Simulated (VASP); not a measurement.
# ZnSe (I-4m2) in VASP: a series of runs

The runs below take ZnSe through single point, with LDA.

Program: VASP 6.6.1. These are calculated values, not measurements. Logs are shortened: lines on timing, memory, paths and dates and some standing lists are left out, and cuts for length are marked.

**1. The cell of the first run**

Symmetry: I-4m2, No. 119, tetragonal system. The conventional cell has a = 3.927 Å, b = 3.927 Å, c = 5.668 Å, α = 90.00°, β = 90.00°, γ = 90.00°. Zn (site symmetry -4m2) has 4 Se at 2.42 Å within 3.2 Å. Within 3.2 Å of Se (site symmetry -4m2) lie 4 Zn at 2.42 Å.

**2. Single point, LDA (equal xx and yy strain of -2 %)**

Contents of INCAR:

```
PREC = Accurate ; ENCUT = 520
EDIFF = 1E-7 ; ISMEAR = -1
SIGMA = 0.03 ; LREAL = False
LASPH = True ; NELM = 80
ALGO = Normal ; ISIF = 2
LWAVE = False ; LCHARG = False
GGA = CA ; NBANDS = 16
```

Contents of KPOINTS:

```
Automatic mesh
0
Gamma
  8 8 8
```

Contents of POSCAR:

```
ZnSe
1.0
    0.0000000000      2.7771240000      2.8338000000
    2.7771240000      0.0000000000      2.8338000000
    2.7771240000      2.7771240000      0.0000000000
Zn Se
1 1
Direct
    0.0000000000      0.0000000000      0.0000000000
    0.7500000000      0.7500000000      0.7500000000
```

Potentials or basis: VASP PAW LDA potentials, release 64 (Zn, Se).

The run is started by

```sh
$ cat potpaw_LDA.64/Zn/POTCAR potpaw_LDA.64/Se/POTCAR > POTCAR
$ mpirun -np 1 vasp_std > vasp.out
```

OUTCAR:

```text
PREC = Accurate
   ENCUT = 520
   EDIFF = 1E-7
   ISMEAR = -1
   LREAL = False
   LASPH = True
   NELM = 80
   ISIF = 2
   GGA = CA

 ion  position               nearest neighbor table
   1  0.000  0.000  0.000-   2 2.42   2 2.42   2 2.42   2 2.42
   2  0.750  0.750  0.750-   1 2.42   1 2.42   1 2.42   1 2.42

  LATTYP: Found a body centered tetragonal cell.
 ALAT       =     3.9274464252
 C/A-ratio  =     1.4430750636

  Lattice vectors:

 A1 = (  -2.7771240000,   0.0000000000,   2.8338000000)
 A2 = (   2.7771240000,   0.0000000000,   2.8338000000)
 A3 = (   0.0000000000,   2.7771240000,  -2.8338000000)

Analysis of symmetry for initial positions (statically):
=====================================================================
 Subroutine PRICEL returns:
 Original cell was already a primitive cell.

 Routine SETGRP: Setting up the symmetry group for a
 body centered tetragonal supercell.

 Subroutine GETGRP returns: Found  8 space group operations
 (whereof  8 operations were pure point group operations)
 out of a pool of 16 trial point group operations.

The static configuration has the point symmetry D_2d.

Analysis of symmetry for dynamics (positions and initial velocities):
=====================================================================
 Subroutine PRICEL returns:
 Original cell was already a primitive cell.

 Routine SETGRP: Setting up the symmetry group for a
 body centered tetragonal supercell.

 Subroutine GETGRP returns: Found  8 space group operations
 (whereof  8 operations were pure point group operations)
 out of a pool of 16 trial point group operations.

The dynamic configuration has the point symmetry D_2d.

 Subroutine INISYM returns: Found  8 space group operations
 (whereof  8 operations are pure point group operations),
 and found     1 'primitive' translations

----------------------------------------------------------------------------------------

                                     Primitive cell

  volume of cell :      43.7109

  direct lattice vectors                    reciprocal lattice vectors
     0.000000000  2.777124000  2.833800000    -0.180042375  0.180042375  0.176441527
     2.777124000  0.000000000  2.833800000     0.180042375 -0.180042375  0.176441527
     2.777124000  2.777124000  0.000000000     0.180042375  0.180042375 -0.176441527

  length of vectors
     3.967724808  3.967724808  3.927446425     0.309777543  0.309777543  0.309777543

  position of ions in fractional coordinates (direct lattice)
     0.000000000  0.000000000  0.000000000
     0.750000000  0.750000000  0.750000000

  ion indices of the primitive-cell ions
   primitive index   ion index
                 1           1
                 2           2

----------------------------------------------------------------------------------------

 KPOINTS: Automatic mesh

Automatic generation of k-mesh.
 Grid dimensions read from file:
 generate k-points for:    8    8    8

 Generating k-lattice:

  Cartesian coordinates                     Fractional coordinates (reciprocal lattice)
    -0.022505297  0.022505297  0.022055191     0.125000000  0.000000000  0.000000000
     0.022505297 -0.022505297  0.022055191     0.000000000  0.125000000  0.000000000
     0.022505297  0.022505297 -0.022055191    -0.000000000 -0.000000000  0.125000000

  Length of vectors
     0.038722193  0.038722193  0.038722193

  Shift w.r.t. Gamma in fractional coordinates (k-lattice)
     0.000000000  0.000000000  0.000000000

 Subroutine IBZKPT returns following result:
 ===========================================

 Found     59 irreducible k-points:

 Following reciprocal coordinates:
            Coordinates               Weight
  0.000000  0.000000  0.000000      1.000000
  0.125000 -0.000000  0.000000      8.000000
  0.250000 -0.000000  0.000000      8.000000
  0.375000 -0.000000  0.000000      8.000000
  0.500000 -0.000000  0.000000      4.000000
  0.125000  0.125000  0.000000      2.000000
[... 16 lines left out ...]
  0.250000 -0.000000  0.125000     16.000000
  0.375000 -0.000000  0.125000     16.000000
 [... further k-points ...]
   k-points           NKPTS =     59   k-points in BZ     NKDIM =     59   number of bands    NBANDS=     16
   number of dos      NEDOS =    301   number of ions     NIONS =      2
   total plane-waves  NPLWV =  27000
   dimension x,y,z NGX =    30 NGY =   30 NGZ =   30
   dimension x,y,z NGXF=    60 NGYF=   60 NGZF=   60
   ions per type =               1   1
   NGX,Y,Z   is equivalent  to a cutoff of  12.57, 12.57, 12.70 a.u.
   NGXF,Y,Z  is equivalent  to a cutoff of  25.14, 25.14, 25.40 a.u.
 SYSTEM =  unknown system
   PREC   = accura    normal or accurate (medium, high low for compatibility)
   ISTART =      0    job   : 0-new  1-cont  2-samecut
   ICHARG =      2    charge: 1-file 2-atom 10-const
   ISPIN  =      1    spin polarized calculation?
   LNONCOLLINEAR =      F non collinear calculations
   LSORBIT =      F    spin-orbit coupling
   LASPH  =      T    aspherical Exc in radial PAW
   ENCUT  =  520.0 eV  38.22 Ry    6.18 a.u.   7.38  7.38  7.30*2*pi/ulx,y,z
   NELM   =     80;   NELMIN=  2; NELMDL= -5     # of ELM steps
   EDIFF  = 0.1E-06   stopping-criterion for ELM
   LREAL  =      F    real-space projection
   EDIFFG = 0.1E-05   stopping-criterion for IOM
   NSW    =      0    number of steps for IOM
   IBRION =     -1    ionic relax: 0-MD 1-quasi-New 2-CG
   NFREE  =      0    steps in history (QN), initial steepest desc. (CG)
   ISIF   =      2    stress and relaxation
   ISYM   =      2    0-nonsym 1-usesym 2-fastsym
   POTIM  = 0.5000    time-step for ionic-motion
   TEBEG  =    0.0;   TEEND  =   0.0 temperature during run
   PSTRESS=    0.0 pullay stress
   NELECT =      18.0000    total number of electrons
   NUPDOWN=      -1.0000    fix difference up-down
   EMIN   =  10.00;   EMAX   =-10.00  energy-range for DOS
   EFERMI =   0.00;   METHOD = LEGACY
   ISMEAR =    -1;   SIGMA  =   0.03  broadening in eV -4-tet -1-fermi 0-gaus
   EFERMI_NEDOS =   21; number of points for ismear=-14 and -15
   IALGO  =     38    algorithm
   IMIX   =      4    mixing-type and parameters
     AMIX     =   0.40;   BMIX     =  1.00
     AMIX_MAG =   1.60;   BMIX_MAG =  1.00
  volume/ion in A,a.u.               =      21.86       147.49
  Fermi-wavevector in a.u.,A,eV,Ry     =   1.217968  2.301625 20.183497  1.483445
  Thomas-Fermi vector in A             =   2.353270
   LORBIT       =      0    0 simple, 1 ext, 2 COOP (PROOUT), +10 PAW based schemes
   GGA     = CA    functional components
   LHFCALC =     F    Hartree Fock is set to
   AEXX    =    0.0000 exact exchange contribution
   IVDW    =     0    specifies the selected vdW correction
   LEPSILON=     F    determine dielectric tensor
   LRPA    =     F    only Hartree local field effects (RPA)
 non-spin polarized calculation
  energy-cutoff  :      520.00
  volume of cell :       43.71
 maximum number of plane-waves:      1211
 NGX is ok and might be reduce to    30
   NGX = 15   NGY = 15   NGZ = 15

 number of electron      17.9999988 magnetization

 Free energy of the ion-electron system (eV)
  ---------------------------------------------------
  ext. energy  EPLUGINS =         0.00000000
  ---------------------------------------------------
  free energy    TOTEN  =        -7.36992969 eV

  energy without entropy =       -7.36992969  energy(sigma->0) =       -7.36992969

 E-fermi :   2.5190     XC(G=0):  -9.8795

 val. band max:        1.8972198240   @ k =   0.0000   0.0000   0.0000
 cond. band min:       3.1037945991   @ k =   0.0000   0.0000   0.0000
 fundamental gap:      1.2065747751
 Fermi energy:         2.5189842668

 k-point     1 :       0.0000    0.0000    0.0000
  band No.  band energies     occupation
      1     -11.6852      2.00000
      2      -4.9670      2.00000
      3      -4.9576      2.00000
      4      -4.9576      2.00000
      5      -4.5676      2.00000
      6      -4.5625      2.00000
[... 8 lines left out ...]
     15      13.2306      0.00000
     16      13.6237      0.00000

 k-point     2 :       0.1250   -0.0000    0.0000
  band No.  band energies     occupation
      1     -11.5758      2.00000
      2      -4.9578      2.00000
      3      -4.9453      2.00000
      4      -4.9402      2.00000
      5      -4.5687      2.00000
      6      -4.5646      2.00000
[... 8 lines left out ...]
     15      12.5934      0.00000
     16      12.6917      0.00000

 k-point     3 :       0.2500   -0.0000    0.0000
  band No.  band energies     occupation
      1     -11.2904      2.00000
      2      -4.9136      2.00000
      3      -4.9019      2.00000
      4      -4.9014      2.00000
      5      -4.5656      2.00000
      6      -4.5648      2.00000
[... 8 lines left out ...]
     15      12.3550      0.00000
     16      12.4894      0.00000

 k-point     4 :       0.3750   -0.0000    0.0000
  band No.  band energies     occupation
      1     -10.9672      2.00000
      2      -4.8829      2.00000
      3      -4.8711      2.00000
      4      -4.7019      2.00000
      5      -4.5553      2.00000
      6      -4.5514      2.00000
[... 8 lines left out ...]
     15      13.4363      0.00000
     16      13.5202      0.00000
[... 324 lines left out ...]
 k-point    22 :       0.1250    0.0000    0.1250
  band No.  band energies     occupation
      1     -11.5375      2.00000
      2      -4.9700      2.00000
      3      -4.9358      2.00000
      4      -4.9253      2.00000
      5      -4.5764      2.00000
      6      -4.5582      2.00000
[... 8 lines left out ...]
     15      13.0879      0.00000
     16      13.5480      0.00000

 k-point    23 :       0.2500   -0.0000    0.1250
  band No.  band energies     occupation
      1     -11.3086      2.00000
      2      -4.9565      2.00000
      3      -4.8955      2.00000
      4      -4.8834      2.00000
      5      -4.5825      2.00000
      6      -4.5508      2.00000
[... 8 lines left out ...]
     15      13.3848      0.00000
     16      13.9458      0.00000

 k-point    24 :       0.3750   -0.0000    0.1250
  band No.  band energies     occupation
      1     -10.9929      2.00000
      2      -4.8934      2.00000
      3      -4.8568      2.00000
      4      -4.7846      2.00000
      5      -4.5612      2.00000
      6      -4.5411      2.00000
[... 8 lines left out ...]
     15      13.5744      0.00000
     16      14.2823      0.00000

 [... further k-points ...]
[... 5 lines left out ...]
  --------------------------------------------------------------------------------------
  -------------------------------------------------------------------------------------
  Total       -0.0796742     -0.0796742     -0.3011542      0.0000000      0.0000000      0.0000000
  in kB       -2.9203728     -2.9203728    -11.0384916      0.0000000      0.0000000      0.0000000
  external PRESSURE =      -5.6264124 kB  Pullay stress =       0.0000000 kB

 VOLUME and BASIS-vectors are now :
 -----------------------------------------------------------------------------
  energy-cutoff  :      520.00
  volume of cell :       43.71
      direct lattice vectors                 reciprocal lattice vectors
     0.000000000  2.777124000  2.833800000    -0.180042375  0.180042375  0.176441527
     2.777124000  0.000000000  2.833800000     0.180042375 -0.180042375  0.176441527
     2.777124000  2.777124000  0.000000000     0.180042375  0.180042375 -0.176441527

 POSITION                                       TOTAL-FORCE (eV/Angst)
 -----------------------------------------------------------------------------------
      0.00000      0.00000      0.00000         0.000000      0.000000      0.000000
      4.16569      4.16569      4.25070        -0.000000     -0.000000     -0.000000
 -----------------------------------------------------------------------------------
    total drift:                                0.000000      0.000000      0.000001

  FREE ENERGIE OF THE ION-ELECTRON SYSTEM (eV)
  ---------------------------------------------------
  free  energy   TOTEN  =        -7.3699296871 eV

  energy  without entropy=       -7.3699296871  energy(sigma->0) =       -7.36992969
```

It took 32 s on 1 thread of AMD EPYC 7R43 (Zen 3), shared host; peak memory 0.14 GiB.

What came out:

```yaml
Free_energy: -7.3699 eV
Pressure: -0.6 GPa
Band_gap_on_the_k_mesh: 1.21 eV, direct
```

Levels at points of the mesh, in eV from the valence-band top:
| k point | band 6 | band 7 | band 8 | band 9 | band 10 | band 11 | band 12 | band 13 |
| --- | --- | --- | --- | --- | --- | --- | --- | --- |
| (0.00, 0.00, 0.00) | -6.46 | -0.08 | 0.00 | 0.00 | 1.21 | 5.66 | 5.66 | 5.67 |
| (0.50, 0.00, 0.00) | -6.29 | -5.58 | -1.02 | -0.90 | 2.41 | 6.18 | 6.34 | 8.43 |
| (0.50, 0.50, 0.00) | -6.28 | -5.11 | -2.30 | -2.30 | 2.76 | 3.42 | 10.66 | 11.35 |
| (0.50, 0.00, 0.50) | -6.26 | -4.99 | -2.43 | -2.40 | 2.66 | 3.23 | 10.86 | 11.20 |

Caveat: the cell differs from its parent crystal (equal xx and yy strain of -2 %).

(Continued in part 2 of 2.)
